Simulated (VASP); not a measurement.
# NiO (F-43m) in VASP: notebook, part 3 of 3

VASP 6.6.1. Earlier steps stand in the parts before.

### Step 4. Single point, PBE, collinear spin, ferromagnetic start

This run uses another cell than the first one, of 8.77 Å³/atom, 0.780 times its volume.

File INCAR:

```
PREC     = Accurate       # precision mode
ENCUT    = 520            # plane-wave cutoff, eV
EDIFF    = 1E-6           # SCF threshold, eV
ISMEAR   = 0              # smearing method
SIGMA    = 0.1            # smearing width, eV
LREAL    = False          # projectors in reciprocal space
LASPH    = True           # aspherical terms in the spheres
NELM     = 150            # most SCF steps
ALGO     = Normal         # electronic algorithm
ISIF     = 2              # what is computed and relaxed
LWAVE    = False          # write WAVECAR
LCHARG   = False          # write CHGCAR
ISPIN    = 2              # spin polarisation
MAGMOM   = 2 0            # initial moments
LORBIT   = 11             # projections on sites
LMAXMIX  = 4              # l up to which the mixer works
GGA      = PE             # functional
NBANDS   = 19             # bands
```

File KPOINTS:

```
regular mesh
0
Gamma
  8 8 8
```

File POSCAR:

```
NiO
1.0
    0.0000000000      2.0621708800      2.0621708800
    2.0621708800      0.0000000000      2.0621708800
    2.0621708800      2.0621708800      0.0000000000
Ni O
1 1
Direct
    0.0000000000      0.0000000000      0.0000000000
    0.7500000000      0.7500000000      0.7500000000
```

Potentials or basis: VASP PAW PBE potentials, release 64 (Ni, O).

Run with:

```console
$ cat potpaw_PBE.64/Ni/POTCAR potpaw_PBE.64/O/POTCAR > POTCAR
$ mpirun -np 1 vasp_std > vasp.out
```

OUTCAR:

```text
PREC = Accurate
   ENCUT = 520
   EDIFF = 1E-6
   ISMEAR = 0
   LREAL = False
   LASPH = True
   NELM = 150
   ISIF = 2
   ISPIN = 2
   LORBIT = 11
   GGA = PE

 ion  position               nearest neighbor table
   1  0.000  0.000  0.000-   2 1.79   2 1.79   2 1.79   2 1.79
   2  0.750  0.750  0.750-   1 1.79   1 1.79   1 1.79   1 1.79

  LATTYP: Found a face centered cubic cell.
 ALAT       =     4.1243417600

  Lattice vectors:

 A1 = (   0.0000000000,   2.0621708800,   2.0621708800)
 A2 = (   2.0621708800,   0.0000000000,   2.0621708800)
 A3 = (   2.0621708800,   2.0621708800,   0.0000000000)

Analysis of symmetry for initial positions (statically):
=====================================================================
 Subroutine PRICEL returns:
 Original cell was already a primitive cell.

 Routine SETGRP: Setting up the symmetry group for a
 face centered cubic supercell.

 Subroutine GETGRP returns: Found 24 space group operations
 (whereof 24 operations were pure point group operations)
 out of a pool of 48 trial point group operations.

The static configuration has the point symmetry T_d .

Analysis of symmetry for dynamics (positions and initial velocities):
=====================================================================
 Subroutine PRICEL returns:
 Original cell was already a primitive cell.

 Routine SETGRP: Setting up the symmetry group for a
 face centered cubic supercell.

 Subroutine GETGRP returns: Found 24 space group operations
 (whereof 24 operations were pure point group operations)
 out of a pool of 48 trial point group operations.

The dynamic configuration has the point symmetry T_d .

Analysis of structural, dynamic, and magnetic symmetry:
=====================================================================
 Subroutine PRICEL returns:
 Original cell was already a primitive cell.

 Routine SETGRP: Setting up the symmetry group for a
 face centered cubic supercell.

 Subroutine GETGRP returns: Found 24 space group operations
 (whereof 24 operations were pure point group operations)
[... 142 lines left out ...]

 Free energy of the ion-electron system (eV)
  ---------------------------------------------------
  ext. energy  EPLUGINS =         0.00000000
  ---------------------------------------------------
  free energy    TOTEN  =       -10.84090398 eV

  energy without entropy =      -10.83222842  energy(sigma->0) =      -10.83656620

 E-fermi :   9.0350     XC(G=0): -12.6761

 val. band max:        9.0080542959   @ k =   0.2500   0.2500   0.0000
 cond. band min:       9.0385176594   @ k =  -0.3750   0.1250   0.0000
 fundamental gap:      0.0304633635
 Fermi energy:         9.0350161700

 spin component 1

 k-point     1 :       0.0000    0.0000    0.0000
  band No.  band energies     occupation
      1     -13.1672      1.00000
      2       1.3464      1.00000
      3       1.3464      1.00000
      4       1.3464      1.00000
      5       6.3651      1.00000
      6       6.3651      1.00000
[... 517 lines left out ...]
     18      38.8783      0.00000
     19      41.6488      0.00000

 [... further k-points ...]

 spin component 2

 k-point     1 :       0.0000    0.0000    0.0000
  band No.  band energies     occupation
      1     -12.8735      1.00000
      2       1.8396      1.00000
      3       1.8396      1.00000
      4       1.8396      1.00000
      5       6.9899      1.00000
      6       6.9899      1.00000
[... 517 lines left out ...]
     18      39.0328      0.00000
     19      41.8659      0.00000

 [... further k-points ...]
[... 5 lines left out ...]
  --------------------------------------------------------------------------------------
  -------------------------------------------------------------------------------------
  Total        6.6143958      6.6143958      6.6143958      0.0000000     -0.0000000     -0.0000000
  in kB      604.2223892    604.2223892    604.2223892      0.0000000     -0.0000000     -0.0000000
  external PRESSURE =     604.2223892 kB  Pullay stress =       0.0000000 kB

 VOLUME and BASIS-vectors are now :
 -----------------------------------------------------------------------------
  energy-cutoff  :      520.00
  volume of cell :       17.54
      direct lattice vectors                 reciprocal lattice vectors
     0.000000000  2.062170880  2.062170880    -0.242462933  0.242462933  0.242462933
     2.062170880  0.000000000  2.062170880     0.242462933 -0.242462933  0.242462933
     2.062170880  2.062170880  0.000000000     0.242462933  0.242462933 -0.242462933

 POSITION                                       TOTAL-FORCE (eV/Angst)
 -----------------------------------------------------------------------------------
      0.00000      0.00000      0.00000        -0.000000      0.000000      0.000000
      3.09326      3.09326      3.09326         0.000000     -0.000000     -0.000000
 -----------------------------------------------------------------------------------
    total drift:                                0.000000      0.000000      0.000000

  FREE ENERGIE OF THE ION-ELECTRON SYSTEM (eV)
  ---------------------------------------------------
  free  energy   TOTEN  =       -10.8409039848 eV

  energy  without entropy=      -10.8322284220  energy(sigma->0) =      -10.83656620

 total charge

# of ion       s       p       d       tot
------------------------------------------
    1        0.491   0.773   8.490   9.754
    2        1.567   3.531   0.000   5.098
--------------------------------------------------
tot          2.058   4.304   8.490  14.852

 magnetization (x)

# of ion       s       p       d       tot
------------------------------------------
    1        0.001   0.037   0.753   0.791
    2        0.009   0.171   0.000   0.180
--------------------------------------------------
tot          0.009   0.208   0.753   0.971
```

OSZICAR:

```text
N       E                     dE             d eps       ncg     rms          rms(c)
DAV:   1     0.846909681402E+02    0.84691E+02   -0.74765E+03  2364   0.110E+03
DAV:   2    -0.861572882034E+01   -0.93307E+02   -0.81819E+02  2275   0.241E+02
DAV:   3    -0.136238785837E+02   -0.50081E+01   -0.48442E+01  2547   0.564E+01
DAV:   4    -0.136709472957E+02   -0.47069E-01   -0.47037E-01  2446   0.521E+00
DAV:   5    -0.136717181433E+02   -0.77085E-03   -0.77081E-03  2502   0.671E-01    0.242E+01
DAV:   6    -0.120459866392E+02    0.16257E+01   -0.14300E+01  2569   0.735E+01    0.220E+01
DAV:   7    -0.108585997875E+02    0.11874E+01   -0.53111E+00  2577   0.528E+01    0.991E+00
DAV:   8    -0.108440426230E+02    0.14557E-01   -0.17043E-01  2415   0.344E+00    0.489E+00
DAV:   9    -0.108406169326E+02    0.34257E-02   -0.90612E-03  2792   0.966E-01    0.834E-01
DAV:  10    -0.108407024983E+02   -0.85566E-04   -0.10364E-03  2693   0.506E-01    0.141E-01
DAV:  11    -0.108408270367E+02   -0.12454E-03   -0.17564E-04  2573   0.183E-01    0.735E-02
DAV:  12    -0.108409015583E+02   -0.74522E-04   -0.39930E-05  2442   0.969E-02    0.602E-02
DAV:  13    -0.108409042006E+02   -0.26424E-05   -0.15931E-05  2435   0.578E-02    0.935E-03
DAV:  14    -0.108409039848E+02    0.21585E-06   -0.15329E-06  2224   0.114E-02
   1 F= -.10840904E+02 E0= -.10836566E+02  d E =-.867556E-02  mag=     0.9935
```

Run time: 55 s. Hardware: 1 thread of AMD EPYC 7R13, shared host; peak memory 0.13 GiB.

What came out:

```yaml
Free_energy: -10.8409 eV
Pressure: 60.4 GPa
Net_moment: 0.99 μB per cell
Site_moments: Ni +0.79; O +0.18 μB
Valence_electrons_inside_the_program's_atomic_spheres: Ni 9.75; O 5.10
```

Levels at points of the mesh, in eV from the Fermi level:
Spin up:
```tsv
k point	band 7	band 8	band 9	band 10	band 11	band 12
(0.00, 0.00, 0.00)	0.87	1.04	1.04	1.04	16.12	16.12
(0.50, 0.00, 0.00)	-2.41	-0.16	-0.16	6.96	8.41	15.51
(0.50, 0.50, 0.00)	-1.72	-1.61	-1.61	6.18	11.73	13.12
```
Spin down:
```
           k point  band 3  band 4  band 5  band 6  band 7  band 8  band 9  band 10  band 11  band 12
(0.00, 0.00, 0.00)   -7.20   -7.20   -2.05   -2.05    1.03    1.88    1.88     1.88    16.26    16.26
(0.50, 0.00, 0.00)   -6.82   -6.82   -1.79   -1.79   -1.51    0.64    0.64     7.12     8.69    15.71
(0.50, 0.50, 0.00)   -6.25   -6.25   -2.82   -1.56   -1.14   -0.70   -0.70     6.52    11.90    13.46
```

Caveat: a cell with one magnetic atom can't hold antiferromagnetic order, which such compounds often take; semilocal functionals often make such compounds metallic where correlation or magnetic order opens a gap, which also shifts bond lengths. With open d or f shells a metallic result of PBE can be an artefact of self-interaction; +U or a hybrid may open a gap.

### Step 5. The runs side by side

```tsv
task	cell	k mesh	cutoff (eV)	gap on the mesh (eV)	pressure (GPa)	moment (μB)
single point	a = 3.169 Å, angles 60.0°, 2 atoms	22 × 22 × 22	520	none	0.3	1.91
relaxation of cell and atoms	relaxed from a = 3.168 Å, angles 60.0°, 2 atoms	22 × 22 × 22	600	none	0.1	1.91
single point	a = 2.916 Å, angles 60.0°, 2 atoms	8 × 8 × 8	520	none	60.4	0.99
```

Alike in all rows: level PBE; potentials or basis VASP PAW PBE potentials, release 64 (Ni, O); spin collinear, ferromagnetic start; smearing gaussian 0.1 eV.

Caveats: a cell with one magnetic atom can't hold antiferromagnetic order, which such compounds often take; semilocal functionals often make such compounds metallic where correlation or magnetic order opens a gap, which also shifts bond lengths; the relaxation stopped at its first step, so nothing moved (some runs).

Total energies depend on the potentials used, so only differences within one code and one set of settings carry meaning.
